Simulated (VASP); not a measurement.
# SiC (P6_3mc) in VASP: single point with PBE

Aim: the single point of SiC with PBE.

Program: VASP 6.6.1. These are calculated values, not measurements. Logs are shortened: lines on timing, memory, paths and dates and some standing lists are left out, and cuts for length are marked.

### 1 The cell of the first run

The structure is hexagonal, space group P6_3mc (No. 186). The conventional cell has a = 3.076 Å, b = 3.076 Å, c = 5.048 Å, α = 90.00°, β = 90.00°, γ = 120.00°. Si (site symmetry 3m) has 4 C at 1.87 to 1.94 Å within 2.5 Å. C (site symmetry 3m) has 4 Si at 1.87 to 1.94 Å within 2.5 Å.

### 2 Single point, PBE

File INCAR:

```
ALGO     = Normal         # electronic algorithm
EDIFF    = 1E-7           # SCF threshold, eV
ENCUT    = 520            # plane-wave cutoff, eV
GGA      = PE             # functional
ISIF     = 2              # what is computed and relaxed
ISMEAR   = 0              # smearing method
LASPH    = T              # aspherical terms in the spheres
LCHARG   = F              # write CHGCAR
LREAL    = F              # projectors in reciprocal space
LWAVE    = F              # write WAVECAR
NBANDS   = 16             # bands
NELM     = 80             # most SCF steps
PREC     = Accurate       # precision mode
SIGMA    = 0.05           # smearing width, eV
```

File KPOINTS:

```
k-points
0
Gamma
  6 6 4
```

File POSCAR:

```
SiC
1.0
    3.0759982064      0.0000000000      0.0000000000
   -1.5379991032      2.6638925888      0.0000000000
    0.0000000000      0.0000000000      5.0480000000
Si C
2 2
Direct
    0.3333333333      0.6666666667      0.0000000000
    0.6666666667      0.3333333333      0.5000000000
    0.3333333333      0.6666666667      0.3850000000
    0.6666666667      0.3333333333      0.8850000000
```

Potentials or basis: VASP PAW PBE potentials, release 64 (Si, C).

On the command line:

```bash
cat potpaw_PBE.64/Si/POTCAR potpaw_PBE.64/C/POTCAR > POTCAR
mpirun -np 1 vasp_std > vasp.out
```

OUTCAR:

```text
EDIFF = 1E-7
   ENCUT = 520
   GGA = PE
   ISIF = 2
   ISMEAR = 0
   LASPH = T
   LREAL = F
   NELM = 80
   PREC = Accurate

 ion  position               nearest neighbor table
   1  0.333  0.667  0.000-   4 1.87   4 1.87   4 1.87   3 1.94   2 3.09   2 3.09   2 3.09   2 3.09
                             2 3.09   2 3.09
   2  0.667  0.333  0.500-   3 1.87   3 1.87   3 1.87   4 1.94   1 3.09   1 3.09   1 3.09   1 3.09
                             1 3.09   1 3.09
   3  0.333  0.667  0.385-   2 1.87   2 1.87   2 1.87   1 1.94
   4  0.667  0.333  0.885-   1 1.87   1 1.87   1 1.87   2 1.94

  LATTYP: Found a hexagonal cell.
 ALAT       =     3.0759982064
 C/A-ratio  =     1.6410932846

  Lattice vectors:

 A1 = (   3.0759982064,   0.0000000000,   0.0000000000)
 A2 = (  -1.5379991032,   2.6638925888,   0.0000000000)
 A3 = (   0.0000000000,   0.0000000000,   5.0480000000)

Analysis of symmetry for initial positions (statically):
=====================================================================
 Subroutine PRICEL returns:
 Original cell was already a primitive cell.

 Routine SETGRP: Setting up the symmetry group for a
 hexagonal supercell.

 Subroutine GETGRP returns: Found 12 space group operations
 (whereof  6 operations were pure point group operations)
 out of a pool of 24 trial point group operations.

The static configuration has the point symmetry C_3v.
 The point group associated with its full space group is C_6v.

Analysis of symmetry for dynamics (positions and initial velocities):
=====================================================================
 Subroutine PRICEL returns:
 Original cell was already a primitive cell.

 Routine SETGRP: Setting up the symmetry group for a
 hexagonal supercell.

 Subroutine GETGRP returns: Found 12 space group operations
 (whereof  6 operations were pure point group operations)
 out of a pool of 24 trial point group operations.

The dynamic configuration has the point symmetry C_3v.
 The point group associated with its full space group is C_6v.

 Subroutine INISYM returns: Found 12 space group operations
 (whereof  6 operations are pure point group operations),
 and found     1 'primitive' translations

----------------------------------------------------------------------------------------

                                     Primitive cell

  volume of cell :      41.3640

  direct lattice vectors                    reciprocal lattice vectors
     3.075998206  0.000000000  0.000000000     0.325097719  0.187695255  0.000000000
    -1.537999103  2.663892589  0.000000000     0.000000000  0.375390511  0.000000000
     0.000000000  0.000000000  5.048000000     0.000000000  0.000000000  0.198098257

  length of vectors
     3.075998206  3.075998206  5.048000000     0.375390511  0.375390511  0.198098257

  position of ions in fractional coordinates (direct lattice)
     0.333333333  0.666666667  0.000000000
     0.666666667  0.333333333  0.500000000
     0.333333333  0.666666667  0.385000000
     0.666666667  0.333333333  0.885000000

  ion indices of the primitive-cell ions
   primitive index   ion index
                 1           1
                 2           2
                 3           3
                 4           4

----------------------------------------------------------------------------------------

 KPOINTS: k-points

Automatic generation of k-mesh.
 Grid dimensions read from file:
 generate k-points for:    6    6    4

 Generating k-lattice:

  Cartesian coordinates                     Fractional coordinates (reciprocal lattice)
     0.054182953  0.031282543  0.000000000     0.166666667 -0.000000000  0.000000000
     0.000000000  0.062565085  0.000000000     0.000000000  0.166666667  0.000000000
     0.000000000  0.000000000  0.049524564     0.000000000  0.000000000  0.250000000

  Length of vectors
     0.062565085  0.062565085  0.049524564

  Shift w.r.t. Gamma in fractional coordinates (k-lattice)
     0.000000000  0.000000000  0.000000000

 Subroutine IBZKPT returns following result:
 ===========================================

 Found     21 irreducible k-points:

 Following reciprocal coordinates:
            Coordinates               Weight
  0.000000  0.000000  0.000000      1.000000
  0.166667 -0.000000  0.000000      6.000000
  0.333333 -0.000000  0.000000      6.000000
  0.500000  0.000000  0.000000      3.000000
  0.166667  0.166667  0.000000      6.000000
  0.333333  0.166667  0.000000     12.000000
[... 13 lines left out ...]
  0.333333  0.166667  0.500000     12.000000
  0.333333  0.333333  0.500000      2.000000
   k-points           NKPTS =     21   k-points in BZ     NKDIM =     21   number of bands    NBANDS=     16
   number of dos      NEDOS =    301   number of ions     NIONS =      4
   total plane-waves  NPLWV =  23040
   dimension x,y,z NGX =    24 NGY =   24 NGZ =   40
   dimension x,y,z NGXF=    48 NGYF=   48 NGZF=   80
   ions per type =               2   2
   NGX,Y,Z   is equivalent  to a cutoff of  12.97, 12.97, 13.17 a.u.
   NGXF,Y,Z  is equivalent  to a cutoff of  25.94, 25.94, 26.35 a.u.
 SYSTEM =  unknown system
   PREC   = accura    normal or accurate (medium, high low for compatibility)
   ISTART =      0    job   : 0-new  1-cont  2-samecut
   ICHARG =      2    charge: 1-file 2-atom 10-const
   ISPIN  =      1    spin polarized calculation?
   LNONCOLLINEAR =      F non collinear calculations
   LSORBIT =      F    spin-orbit coupling
   LASPH  =      T    aspherical Exc in radial PAW
   ENCUT  =  520.0 eV  38.22 Ry    6.18 a.u.   5.72  5.72  9.39*2*pi/ulx,y,z
   NELM   =     80;   NELMIN=  2; NELMDL= -5     # of ELM steps
   EDIFF  = 0.1E-06   stopping-criterion for ELM
   LREAL  =      F    real-space projection
   EDIFFG = 0.1E-05   stopping-criterion for IOM
   NSW    =      0    number of steps for IOM
   IBRION =     -1    ionic relax: 0-MD 1-quasi-New 2-CG
   NFREE  =      0    steps in history (QN), initial steepest desc. (CG)
   ISIF   =      2    stress and relaxation
   ISYM   =      2    0-nonsym 1-usesym 2-fastsym
   POTIM  = 0.5000    time-step for ionic-motion
   TEBEG  =    0.0;   TEEND  =   0.0 temperature during run
   PSTRESS=    0.0 pullay stress
   NELECT =      16.0000    total number of electrons
   NUPDOWN=      -1.0000    fix difference up-down
   EMIN   =  10.00;   EMAX   =-10.00  energy-range for DOS
   EFERMI =   0.00;   METHOD = LEGACY
   ISMEAR =     0;   SIGMA  =   0.05  broadening in eV -4-tet -1-fermi 0-gaus
   EFERMI_NEDOS =   21; number of points for ismear=-14 and -15
   IALGO  =     38    algorithm
   IMIX   =      4    mixing-type and parameters
     AMIX     =   0.40;   BMIX     =  1.00
     AMIX_MAG =   1.60;   BMIX_MAG =  1.00
  volume/ion in A,a.u.               =      10.34        69.78
  Fermi-wavevector in a.u.,A,eV,Ry     =   1.192818  2.254099 19.358564  1.422814
  Thomas-Fermi vector in A             =   2.328847
   LORBIT       =      0    0 simple, 1 ext, 2 COOP (PROOUT), +10 PAW based schemes
   GGA     = PE    functional components
   LHFCALC =     F    Hartree Fock is set to
   AEXX    =    0.0000 exact exchange contribution
   IVDW    =     0    specifies the selected vdW correction
   LEPSILON=     F    determine dielectric tensor
   LRPA    =     F    only Hartree local field effects (RPA)
 non-spin polarized calculation
 Gauss-broadening in eV      SIGMA  =   0.05
  energy-cutoff  :      520.00
  volume of cell :       41.36
 maximum number of plane-waves:      1132
 NGX is ok and might be reduce to    24
   NGX = 11   NGY = 11   NGZ = 19

 number of electron      16.0000000 magnetization

 Free energy of the ion-electron system (eV)
  ---------------------------------------------------
  ext. energy  EPLUGINS =         0.00000000
  ---------------------------------------------------
  free energy    TOTEN  =       -30.05752511 eV

  energy without entropy =      -30.05752511  energy(sigma->0) =      -30.05752511

 E-fermi :   8.7099     XC(G=0): -11.3475

 val. band max:        8.4129077413   @ k =   0.0000   0.0000   0.0000
 cond. band min:      10.7328613254   @ k =   0.3333   0.3333   0.0000
 fundamental gap:      2.3199535841
 Fermi energy:         8.7098707261

 k-point     1 :       0.0000    0.0000    0.0000
  band No.  band energies     occupation
      1      -7.3131      2.00000
      2      -3.8103      2.00000
      3      -0.2817      2.00000
      4       6.8565      2.00000
      5       6.8565      2.00000
      6       8.1375      2.00000
[... 8 lines left out ...]
     15      17.1139      0.00000
     16      19.7566      0.00000

 k-point     2 :       0.1667   -0.0000    0.0000
  band No.  band energies     occupation
      1      -6.8335      2.00000
      2      -3.4038      2.00000
      3       0.1581      2.00000
      4       4.7005      2.00000
      5       6.1770      2.00000
      6       6.5765      2.00000
[... 8 lines left out ...]
     15      17.7318      0.00000
     16      18.1248      0.00000

 k-point     3 :       0.3333   -0.0000    0.0000
  band No.  band energies     occupation
      1      -5.4616      2.00000
      2      -2.4240      2.00000
      3       0.9039      2.00000
      4       2.0528      2.00000
      5       3.7870      2.00000
      6       5.2381      2.00000
[... 8 lines left out ...]
     15      19.0762      0.00000
     16      20.2130      0.00000

 k-point     4 :       0.5000    0.0000    0.0000
  band No.  band energies     occupation
      1      -3.9804      2.00000
      2      -2.5216      2.00000
      3       0.4180      2.00000
      4       1.8633      2.00000
      5       2.9815      2.00000
      6       4.8701      2.00000
[... 8 lines left out ...]
     15      18.5578      0.00000
     16      20.6127      0.00000
[... 267 lines left out ...]
 k-point    19 :       0.1667    0.1667    0.5000
  band No.  band energies     occupation
      1      -4.7669      2.00000
      2      -4.7669      2.00000
      3       2.9163      2.00000
      4       2.9163      2.00000
      5       5.2273      2.00000
      6       5.2273      2.00000
[... 8 lines left out ...]
     15      18.5885      0.00000
     16      18.5885      0.00000

 k-point    20 :       0.3333    0.1667    0.5000
  band No.  band energies     occupation
      1      -3.2814      2.00000
      2      -3.2814      2.00000
      3       0.7362      2.00000
      4       0.7362      2.00000
      5       4.1076      2.00000
      6       4.1076      2.00000
[... 8 lines left out ...]
     15      19.9149      0.00000
     16      19.9149      0.00000

 k-point    21 :       0.3333    0.3333    0.5000
  band No.  band energies     occupation
      1      -2.5016      2.00000
      2      -2.5016      2.00000
      3       0.4770      2.00000
      4       0.4770      2.00000
      5       2.5567      2.00000
      6       2.5567      2.00000
[... 8 lines left out ...]
     15      19.8128      0.00000
     16      19.8128      0.00000

------------------------ aborting loop because EDIFF is reached ----------------------------------------

  FORCE on cell =-STRESS in cart. coord.  units (eV):
  Direction    XX          YY          ZZ          XY          YZ          ZX
  --------------------------------------------------------------------------------------
  -------------------------------------------------------------------------------------
  Total        1.3682056      1.3682056      0.0821638      0.0000000     -0.0000000     -0.0000000
  in kB       52.9955996     52.9955996      3.1825044      0.0000000     -0.0000000     -0.0000000
  external PRESSURE =      36.3912345 kB  Pullay stress =       0.0000000 kB

 VOLUME and BASIS-vectors are now :
 -----------------------------------------------------------------------------
  energy-cutoff  :      520.00
  volume of cell :       41.36
      direct lattice vectors                 reciprocal lattice vectors
     3.075998206  0.000000000  0.000000000     0.325097719  0.187695255  0.000000000
    -1.537999103  2.663892589  0.000000000     0.000000000  0.375390511  0.000000000
     0.000000000  0.000000000  5.048000000     0.000000000  0.000000000  0.198098257

 POSITION                                       TOTAL-FORCE (eV/Angst)
 -----------------------------------------------------------------------------------
     -0.00000      1.77593      0.00000        -0.000000     -0.000000      0.745190
      1.53800      0.88796      2.52400         0.000000      0.000000      0.745190
     -0.00000      1.77593      1.94348         0.000000     -0.000000     -0.745190
      1.53800      0.88796      4.46748        -0.000000      0.000000     -0.745190
 -----------------------------------------------------------------------------------
    total drift:                                0.000000      0.000000     -0.000276

  FREE ENERGIE OF THE ION-ELECTRON SYSTEM (eV)
  ---------------------------------------------------
  free  energy   TOTEN  =       -30.0575251078 eV

  energy  without entropy=      -30.0575251078  energy(sigma->0) =      -30.05752511
```

Run time: 12 s. Hardware: 1 thread of Intel Xeon Platinum 8375C at 2.90GHz (Ice Lake), shared host; peak memory 0.15 GiB.

What came out:

```yaml
Free_energy: -30.0575 eV
Pressure: 3.6 GPa
Largest_force: 0.745 eV/Å
Band_gap_on_the_k_mesh: 2.32 eV, indirect (least direct gap 4.07 eV)
```

Forces on the atoms (eV/Å):
```
Si   0.000  0.000  0.745
Si   0.000  0.000  0.745
C    0.000  0.000 -0.745
C    0.000  0.000 -0.745
```

Stress tensor (GPa, compression positive):
```
5.30 0.00 0.00
0.00 5.30 0.00
0.00 0.00 0.32
```

Levels at points of the mesh, in eV from the valence-band top:
```tsv
k point	band 5	band 6	band 7	band 8	band 9	band 10	band 11	band 12
(0.00, 0.00, 0.00)	-1.56	-0.28	-0.28	0.00	4.62	6.03	6.50	6.50
(0.50, 0.00, 0.00)	-5.43	-3.54	-3.26	-1.49	2.59	4.19	6.74	7.20
(0.00, 0.00, 0.50)	-0.97	-0.97	-0.97	-0.97	5.71	5.71	7.17	7.17
(0.50, 0.00, 0.50)	-2.69	-2.69	-2.34	-2.34	3.16	3.16	4.99	4.99
```
